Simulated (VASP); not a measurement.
# Na32H33 (a cell with a defect) in VASP: single point with PBEsol

Aim: the single point of Na32H33 (a cell with a defect) with PBEsol.

Program: VASP 6.6.1. These are calculated values, not measurements. Logs are shortened: lines on timing, memory, paths and dates and some standing lists are left out, and cuts for length are marked.

### 1 The cell of the first run

The cell holds a defect, 65 atoms: a = 9.586 Å, b = 9.586 Å, c = 9.586 Å, α = 90.00°, β = 90.00°, γ = 90.00°.

### 2 Single point, PBEsol

INCAR

```
PREC     = Accurate       # precision mode
ENCUT    = 520            # plane-wave cutoff, eV
EDIFF    = 1E-6           # SCF threshold, eV
ISMEAR   = -1             # smearing method
SIGMA    = 0.05           # smearing width, eV
LREAL    = Auto         
LASPH    = True           # aspherical terms in the spheres
NELM     = 60             # most SCF steps
ALGO     = Normal         # electronic algorithm
ISIF     = 2              # what is computed and relaxed
LWAVE    = False          # write WAVECAR
LCHARG   = False          # write CHGCAR
GGA      = PS             # functional
NELECT   = 256.0        
ISYM     = 0            
NBANDS   = 166            # bands
```

KPOINTS

```
Automatic mesh
0
Gamma
  1 1 1
  0.25 0.25 0.25
```

POSCAR

```
Na32H33
1.0
    9.5855340000      0.0000000000      0.0000000000
    0.0000000000      9.5855340000      0.0000000000
    0.0000000000      0.0000000000      9.5855340000
H Na
33 32
Direct
    0.2496910000      0.0000190000      0.9998050000
    0.2496850000      0.0000140000      0.4998000000
    0.2496840000      0.5000180000      0.9998040000
    0.2213030000      0.4716310000      0.4990790000
    0.7496870000      0.0000250000      0.9998010000
    0.7496980000      0.0000300000      0.4998010000
    0.7496870000      0.5000280000      0.9997980000
    0.7496770000      0.5000190000      0.4998030000
    0.0017230000      0.2520580000      0.9998660000
    0.0093440000      0.2596910000      0.4998600000
    0.0006900000      0.7490180000      0.9997990000
    0.0028500000      0.7468630000      0.4997970000
    0.4986780000      0.2510260000      0.9998070000
    0.4965250000      0.2531830000      0.4998030000
    0.4976490000      0.7479840000      0.9997390000
    0.4900480000      0.7403760000      0.4997430000
    0.0013120000      0.0009060000      0.2518270000
    0.0013170000      0.0008480000      0.7478280000
    0.0048850000      0.5009530000      0.2554810000
    0.0046610000      0.5009260000      0.7443410000
    0.4980640000      0.9991970000      0.2517800000
    0.4980600000      0.9991410000      0.7477780000
    0.4947080000      0.4991170000      0.2552600000
    0.4944840000      0.4990890000      0.7441200000
    0.2506270000      0.2552220000      0.2554770000
    0.2505910000      0.2549880000      0.7443540000
    0.2487800000      0.7450490000      0.2552510000
    0.2487480000      0.7448180000      0.7441220000
    0.7505730000      0.2516570000      0.2518240000
    0.7505120000      0.2516390000      0.7478240000
    0.7488600000      0.7484030000      0.2517750000
    0.7488000000      0.7483920000      0.7477770000
    0.2778680000      0.5281600000      0.5006020000
    0.9986090000      0.0006810000      0.9998330000
    0.9961000000      0.0009270000      0.4998110000
    0.9968840000      0.5004700000      0.9998360000
    0.9749330000      0.5038390000      0.4999230000
    0.5007640000      0.9993680000      0.9997720000
    0.5032860000      0.9991110000      0.4997930000
    0.5024860000      0.4995740000      0.9997640000
    0.5244040000      0.4962330000      0.4996700000
    0.2501320000      0.2472260000      0.9998470000
    0.2534950000      0.2252710000      0.4999370000
    0.2492390000      0.7528200000      0.9997670000
    0.2459050000      0.7747310000      0.4996690000
    0.7503450000      0.2489450000      0.9998290000
    0.7506030000      0.2464420000      0.4998090000
    0.7490290000      0.7511010000      0.9997690000
    0.7487650000      0.7536220000      0.4997910000
    0.2496830000      0.0000600000      0.2458480000
    0.2496930000      0.9999770000      0.7537640000
    0.2497890000      0.5001360000      0.2295900000
    0.2495690000      0.4999060000      0.7700220000
    0.7497130000      0.0000540000      0.2485120000
    0.7496630000      0.9999950000      0.7510930000
    0.7497200000      0.5000230000      0.2458390000
    0.7496500000      0.5000230000      0.7537600000
    0.0009650000      0.2512950000      0.2502730000
    0.0008770000      0.2512080000      0.7494830000
    0.9991600000      0.7505820000      0.2494490000
    0.9991270000      0.7505490000      0.7501470000
    0.5002470000      0.2495000000      0.2494580000
    0.5002050000      0.2494610000      0.7501520000
    0.4985030000      0.7488350000      0.2501120000
    0.4984120000      0.7487520000      0.7493390000
```

Potentials or basis: VASP PAW PBE potentials, release 64 (H, Na_pv).

Launch:

```bash
> cat potpaw_PBE.64/H/POTCAR potpaw_PBE.64/Na_pv/POTCAR > POTCAR
> mpirun -np 1 vasp_std > vasp.out
```

OUTCAR:

```text
PREC = Accurate
   ENCUT = 520
   EDIFF = 1E-6
   ISMEAR = -1
   LREAL = Auto
   LASPH = True
   NELM = 60
   ISIF = 2
   GGA = PS
   NELECT = 256.0
   ISYM = 0

 ion  position               nearest neighbor table
   1  0.250  0.000  1.000-
   2  0.250  0.000  0.500-
   3  0.250  0.500  1.000-
   4  0.221  0.472  0.499-  33 0.77
   5  0.750  0.000  1.000-
   6  0.750  0.000  0.500-
   7  0.750  0.500  1.000-
   8  0.750  0.500  0.500-
   9  0.002  0.252  1.000-
  10  0.009  0.260  0.500-
[... 20 lines left out ...]
  31  0.749  0.748  0.252-
  32  0.749  0.748  0.748-
  33  0.278  0.528  0.501-   4 0.77
  34  0.999  0.001  1.000-
  35  0.996  0.001  0.500-
  36  0.997  0.500  1.000-
  37  0.975  0.504  0.500-
  38  0.501  0.999  1.000-
  39  0.503  0.999  0.500-
[... 24 lines left out ...]
  64  0.499  0.749  0.250-
  65  0.498  0.749  0.749-

IMPORTANT INFORMATION: All symmetrisations will be switched off!
NOSYMM: (Re-)initialisation of all symmetry stuff for point group C_1.

----------------------------------------------------------------------------------------

                                     Primitive cell

  volume of cell :     880.7425

  direct lattice vectors                    reciprocal lattice vectors
     9.585534000  0.000000000  0.000000000     0.104323870  0.000000000  0.000000000
     0.000000000  9.585534000  0.000000000     0.000000000  0.104323870  0.000000000
     0.000000000  0.000000000  9.585534000     0.000000000  0.000000000  0.104323870

  length of vectors
     9.585534000  9.585534000  9.585534000     0.104323870  0.104323870  0.104323870

  position of ions in fractional coordinates (direct lattice)
     0.249691000  0.000019000  0.999805000
     0.249685000  0.000014000  0.499800000
     0.249684000  0.500018000  0.999804000
     0.221303000  0.471631000  0.499079000
     0.749687000  0.000025000  0.999801000
     0.749698000  0.000030000  0.499801000
[... 57 lines left out ...]
     0.498503000  0.748835000  0.250112000
     0.498412000  0.748752000  0.749339000

  ion indices of the primitive-cell ions
   primitive index   ion index
                 1           1
                 2           2
                 3           3
                 4           4
                 5           5
                 6           6
[... 57 lines left out ...]
                64          64
                65          65

----------------------------------------------------------------------------------------

 KPOINTS: Automatic mesh

Automatic generation of k-mesh.
 Grid dimensions read from file:
 generate k-points for:    1    1    1

 Generating k-lattice:

  Cartesian coordinates                     Fractional coordinates (reciprocal lattice)
     0.104323870  0.000000000  0.000000000     1.000000000  0.000000000  0.000000000
     0.000000000  0.104323870  0.000000000     0.000000000  1.000000000  0.000000000
     0.000000000  0.000000000  0.104323870     0.000000000  0.000000000  1.000000000

  Length of vectors
     0.104323870  0.104323870  0.104323870

  Shift w.r.t. Gamma in fractional coordinates (k-lattice)
     0.250000000  0.250000000  0.250000000

 Subroutine IBZKPT returns following result:
 ===========================================

 Found      4 irreducible k-points:

 Following reciprocal coordinates:
            Coordinates               Weight
  0.250000  0.250000  0.250000      2.000000
 -0.250000  0.250000  0.250000      2.000000
 -0.250000 -0.250000  0.250000      2.000000
  0.250000 -0.250000  0.250000      2.000000
   k-points           NKPTS =      4   k-points in BZ     NKDIM =      4   number of bands    NBANDS=    166
   number of dos      NEDOS =    301   number of ions     NIONS =     65
   total plane-waves  NPLWV = 373248
   dimension x,y,z NGX =    72 NGY =   72 NGZ =   72
   dimension x,y,z NGXF=   144 NGYF=  144 NGZF=  144
   ions per type =              33  32
   NGX,Y,Z   is equivalent  to a cutoff of  12.49, 12.49, 12.49 a.u.
   NGXF,Y,Z  is equivalent  to a cutoff of  24.97, 24.97, 24.97 a.u.
 SYSTEM =  unknown system
   PREC   = accura    normal or accurate (medium, high low for compatibility)
   ISTART =      0    job   : 0-new  1-cont  2-samecut
   ICHARG =      2    charge: 1-file 2-atom 10-const
   ISPIN  =      1    spin polarized calculation?
   LNONCOLLINEAR =      F non collinear calculations
   LSORBIT =      F    spin-orbit coupling
   LASPH  =      T    aspherical Exc in radial PAW
   ENCUT  =  520.0 eV  38.22 Ry    6.18 a.u.  17.82 17.82 17.82*2*pi/ulx,y,z
   NELM   =     60;   NELMIN=  2; NELMDL= -5     # of ELM steps
   EDIFF  = 0.1E-05   stopping-criterion for ELM
   LREAL  =      T    real-space projection
   EDIFFG = 0.1E-04   stopping-criterion for IOM
   NSW    =      0    number of steps for IOM
   IBRION =     -1    ionic relax: 0-MD 1-quasi-New 2-CG
   NFREE  =      0    steps in history (QN), initial steepest desc. (CG)
   ISIF   =      2    stress and relaxation
   ISYM   =      0    0-nonsym 1-usesym 2-fastsym
   POTIM  = 0.5000    time-step for ionic-motion
   TEBEG  =    0.0;   TEEND  =   0.0 temperature during run
   PSTRESS=    0.0 pullay stress
   NELECT =     256.0000    total number of electrons
   NUPDOWN=      -1.0000    fix difference up-down
   EMIN   =  10.00;   EMAX   =-10.00  energy-range for DOS
   EFERMI =   0.00;   METHOD = LEGACY
   ISMEAR =    -1;   SIGMA  =   0.05  broadening in eV -4-tet -1-fermi 0-gaus
   EFERMI_NEDOS =   21; number of points for ismear=-14 and -15
   IALGO  =     38    algorithm
   IMIX   =      4    mixing-type and parameters
     AMIX     =   0.40;   BMIX     =  1.00
     AMIX_MAG =   1.60;   BMIX_MAG =  1.00
  volume/ion in A,a.u.               =      13.55        91.44
  Fermi-wavevector in a.u.,A,eV,Ry     =   1.084439  2.049293 16.000563  1.176008
  Thomas-Fermi vector in A             =   2.220529
   LORBIT       =      0    0 simple, 1 ext, 2 COOP (PROOUT), +10 PAW based schemes
   GGA     = PS    functional components
   LHFCALC =     F    Hartree Fock is set to
   AEXX    =    0.0000 exact exchange contribution
   IVDW    =     0    specifies the selected vdW correction
   LEPSILON=     F    determine dielectric tensor
   LRPA    =     F    only Hartree local field effects (RPA)
 non-spin polarized calculation
  energy-cutoff  :      520.00
  volume of cell :      880.74
 maximum number of plane-waves:     23724
   NGX = 35   NGY = 35   NGZ = 35

 number of electron     255.9999774 magnetization

 Free energy of the ion-electron system (eV)
  ---------------------------------------------------
  ext. energy  EPLUGINS =         0.00000000
  ---------------------------------------------------
  free energy    TOTEN  =      -166.18476466 eV

  energy without entropy =     -166.18476466  energy(sigma->0) =     -166.18476466

 E-fermi :   0.2080     XC(G=0):  -7.9535

 val. band max:       -1.1146185451   @ k =   0.2500  -0.2500   0.2500
 cond. band min:       2.4113477768   @ k =  -0.2500   0.2500   0.2500
 fundamental gap:      3.5259663218
 Fermi energy:         0.2079888847

 k-point     1 :       0.2500    0.2500    0.2500
  band No.  band energies     occupation
      1     -23.1793      2.00000
      2     -23.1671      2.00000
      3     -23.1651      2.00000
      4     -23.1586      2.00000
      5     -23.1565      2.00000
      6     -23.1507      2.00000
[... 132 lines left out ...]
    139       4.0537      0.00000
    140       4.0978      0.00000

 k-point     2 :      -0.2500    0.2500    0.2500
  band No.  band energies     occupation
      1     -23.1793      2.00000
      2     -23.1670      2.00000
      3     -23.1652      2.00000
      4     -23.1586      2.00000
      5     -23.1566      2.00000
      6     -23.1507      2.00000
[... 132 lines left out ...]
    139       4.0183      0.00000
    140       4.0999      0.00000

 k-point     3 :      -0.2500   -0.2500    0.2500
  band No.  band energies     occupation
      1     -23.1793      2.00000
      2     -23.1671      2.00000
      3     -23.1651      2.00000
      4     -23.1586      2.00000
      5     -23.1565      2.00000
      6     -23.1507      2.00000
[... 132 lines left out ...]
    139       4.0513      0.00000
    140       4.0997      0.00000

 k-point     4 :       0.2500   -0.2500    0.2500
  band No.  band energies     occupation
      1     -23.1793      2.00000
      2     -23.1670      2.00000
      3     -23.1652      2.00000
      4     -23.1586      2.00000
      5     -23.1566      2.00000
      6     -23.1507      2.00000
[... 132 lines left out ...]
    139       4.0183      0.00000
    140       4.0999      0.00000
 [bands above 140 left out]

------------------------ aborting loop because EDIFF is reached ----------------------------------------

  FORCE on cell =-STRESS in cart. coord.  units (eV):
  Direction    XX          YY          ZZ          XY          YZ          ZX
  --------------------------------------------------------------------------------------
  -------------------------------------------------------------------------------------
  Total       -1.6456516     -1.6467451     -2.2106552     -0.5986166     -0.0149141     -0.0147075
  in kB       -2.9936399     -2.9956291     -4.0214499     -1.0889562     -0.0271306     -0.0267547
  external PRESSURE =      -3.3369063 kB  Pullay stress =       0.0000000 kB

 VOLUME and BASIS-vectors are now :
 -----------------------------------------------------------------------------
  energy-cutoff  :      520.00
  volume of cell :      880.74
      direct lattice vectors                 reciprocal lattice vectors
     9.585534000  0.000000000  0.000000000     0.104323870  0.000000000  0.000000000
     0.000000000  9.585534000  0.000000000     0.000000000  0.104323870  0.000000000
     0.000000000  0.000000000  9.585534000     0.000000000  0.000000000  0.104323870

 POSITION                                       TOTAL-FORCE (eV/Angst)
 -----------------------------------------------------------------------------------
      2.39342      0.00018      9.58366        -0.000206      0.000018     -0.000050
      2.39336      0.00013      4.79085        -0.000093     -0.000242     -0.000017
      2.39335      4.79294      9.58366        -0.000138      0.000101     -0.000029
      2.12131      4.52083      4.78394        -0.004886     -0.004808     -0.001381
      7.18615      0.00024      9.58363        -0.000164     -0.000043     -0.000035
      7.18626      0.00029      4.79086        -0.000273     -0.000048     -0.000032
[... 57 lines left out ...]
      4.77842      7.17798      2.39746        -0.000723     -0.000550      0.000825
      4.77755      7.17719      7.18281        -0.000579     -0.000733     -0.000587
 -----------------------------------------------------------------------------------
    total drift:                               -0.004101      0.000297     -0.002979

  FREE ENERGIE OF THE ION-ELECTRON SYSTEM (eV)
  ---------------------------------------------------
  free  energy   TOTEN  =      -166.1847646631 eV

  energy  without entropy=     -166.1847646631  energy(sigma->0) =     -166.18476466
```

It took 19 min on 1 thread of Oxide Virtual Turin-like, shared host; peak memory 0.89 GiB.

Results:

```
Free energy   : -166.1848 eV
Largest force : 0.007 eV/Å
```

Forces in eV/Å, atoms in the order of the input:
```
H    0.000  0.000  0.000
H    0.000  0.000  0.000
H    0.000  0.000  0.000
H   -0.005 -0.005 -0.001
H    0.000  0.000  0.000
H    0.000  0.000  0.000
H    0.000  0.000  0.000
H    0.000  0.000  0.000
H    0.000  0.000  0.000
H   -0.001 -0.001  0.000
H    0.000  0.000  0.000
H    0.000  0.000  0.000
H    0.000  0.000  0.000
H    0.000  0.000  0.000
H    0.000  0.000  0.000
H    0.001  0.001  0.000
H    0.000  0.000  0.000
H   -0.001  0.000  0.000
H   -0.001  0.001 -0.001
H    0.000  0.000  0.000
H    0.001  0.000  0.000
H    0.000  0.000  0.000
H    0.000  0.000  0.000
H    0.001 -0.001  0.001
H    0.001 -0.001 -0.001
H    0.000  0.000  0.000
H    0.000  0.000  0.000
H    0.000  0.001  0.001
H    0.000  0.000  0.000
H    0.000  0.000  0.000
H    0.000  0.000  0.000
H    0.000  0.000  0.000
H    0.005  0.005  0.001
Na   0.000  0.000  0.000
Na   0.000  0.001  0.000
Na   0.000  0.001  0.000
Na   0.003 -0.001  0.000
Na   0.000  0.000  0.000
Na   0.000 -0.001  0.000
Na   0.000 -0.001  0.000
Na  -0.002  0.000  0.000
Na   0.000  0.000  0.000
Na   0.000  0.002  0.000
Na  -0.001  0.000  0.000
Na   0.000 -0.002  0.000
Na   0.000 -0.001  0.000
Na   0.001 -0.001  0.000
Na   0.000  0.000  0.000
Na  -0.001  0.000  0.000
Na   0.000  0.000  0.001
Na  -0.001  0.000  0.000
Na   0.000  0.000  0.002
Na   0.000  0.000 -0.002
Na   0.000  0.000  0.000
Na   0.000  0.000  0.000
Na   0.000  0.000  0.001
Na   0.000  0.000  0.000
Na   0.001  0.001  0.000
Na   0.001  0.001 -0.001
Na  -0.001  0.000  0.000
Na   0.000  0.001  0.000
Na   0.000 -0.001  0.000
Na   0.001  0.000  0.000
Na  -0.001 -0.001  0.001
Na  -0.001 -0.001 -0.001
```

Levels at points of the mesh, in eV from the Fermi level:
```csv
k point,band 124,band 125,band 126,band 127,band 128,band 129,band 130,band 131,band 132,band 133
"(0.25, 0.25, 0.25)",-1.38,-1.38,-1.33,-1.33,-1.33,2.26,2.77,2.81,3.01,3.52
```

Caveat: the cell carries a net charge on a neutralising background, which shifts energy and pressure; the cell is charged against a uniform background, so pressure and absolute levels hang on convention; the PAW data sets were made with another functional, which shifts forces and pressure a little.
